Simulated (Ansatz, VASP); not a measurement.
**V: VASP beside Ansatz**

The input INCAR:

```
SYSTEM = V
PREC     = Accurate       ! precision mode
ENCUT    = 520            ! plane-wave cutoff, eV
EDIFF    = 1E-6           ! SCF threshold, eV
ISMEAR   = -1             ! smearing method
SIGMA    = 0.08           ! smearing width, eV
LREAL    = .False.        ! projectors in reciprocal space
LASPH    = .True.         ! aspherical terms in the spheres
NELM     = 150            ! most SCF steps
ALGO     = Normal         ! electronic algorithm
ISIF     = 2              ! what is computed and relaxed
LWAVE    = .False.        ! write WAVECAR
LCHARG   = .True.         ! write CHGCAR
ISPIN    = 2              ! spin polarisation
MAGMOM   = 1.5            ! initial moments
LORBIT   = 11             ! projections on sites
LMAXMIX  = 4              ! l up to which the mixer works
GGA      = PE             ! functional
LELF     = .True.         ! ELF
LVHAR    = .True.       
NBANDS   = 16             ! bands
```

File KPOINTS:

```
regular mesh
0
Gamma
  15 15 15
  0 0 0
```

The input POSCAR:

```
V
1.0
    0.0000000000      1.9329000000      1.8950000000
    1.9329000000      0.0000000000      1.8950000000
    1.9329000000      1.9329000000      0.0000000000
V
1
Direct
    0.0000000000      0.0000000000      0.0000000000
```

Input for Ansatz:

```yaml
crystal:
  lattice:
    - [0.0, 1.9329, 1.895]
    - [1.9329, 0.0, 1.895]
    - [1.9329, 1.9329, 0.0]
  atoms:
    - { symbol: V, position: [0.0, 0.0, 0.0], spin: 1.5 }
magnetization:
  spin_polarized: true
kpoints:
  mp_grid: { grid: [15, 15, 15] }
scf:
  occupations: { method: fermi_dirac, width: 0.08 }
hamiltonian:
  xc: pbe
  pseudopotentials: { kind: all_electron, lapw: { basis_error: 0.001 } }
output:
  forces: true
  stress: true
  eigenvalues: true
```

Change from the starting cell: x and y stretched by +2 %, z held.

Alike in both runs: task single point; functional PBE; k mesh 15 × 15 × 15; occupations fermi-dirac, width 0.08 eV; collinear spin.

|  | VASP | Ansatz |
| --- | --- | --- |
| version | VASP 6.6.1 | Ansatz 0.2.0 |
| potentials or method | VASP PAW PBE potentials, release 64 (V_sv), cutoff 520 eV | all-electron LAPW, scalar-relativistic |

Ansatz gave:

```
pressure (GPa)                                                : -3.1
traceless stress, the component that is largest in VASP (GPa) : -3.23
net moment per atom (μB)                                      : 0.00
```

Task: Which values does VASP return?

Result: Pressure (GPa): -2.9; traceless stress, the component that is largest in VASP (GPa): -3.23; net moment per atom (μB): 0.00.

Ansatz ran all-electron here, and VASP with PAW potentials. Ansatz's warnings: seeded moment not kept.
